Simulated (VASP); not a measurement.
Input of a VASP 6.6.1 run:

The input INCAR:

```
SYSTEM = LaPd3
  PREC = Accurate
  ENCUT = 520
  EDIFF = 1E-6
  ISMEAR = 0
  SIGMA = 0.05
  LREAL = .False.
  LASPH = .True.
  NELM = 80
  ALGO = Normal
  ISIF = 2
  LWAVE = .False.
  LCHARG = .False.
  GGA = PS
  NBANDS = 28
```

File KPOINTS:

```
Automatic mesh
0
Gamma
  8 8 8
  0 0 0
```

POSCAR

```
LaPd3
1.0
    4.0938389154      0.0000000000      0.0000000000
    0.0000000000      4.0938389154      0.0000000000
    0.0000000000      0.0000000000      4.0938389154
La Pd
1 3
Direct
    0.0000000000      0.0000000000      0.0000000000
    0.0000000000      0.5000000000      0.5000000000
    0.5000000000      0.5000000000      0.0000000000
    0.5000000000      0.0000000000      0.5000000000
```

Potentials or basis: VASP PAW PBE potentials, release 64 (La, Pd).

Launch:

```console
$ cat potpaw_PBE.64/La/POTCAR potpaw_PBE.64/Pd/POTCAR > POTCAR
$ mpirun -np 1 vasp_std > vasp.out
```

Question: What does it give for the pressure?

Answer: 5.9 GPa.

Caveat: the PAW data sets were made with another functional, which shifts forces and pressure a little.
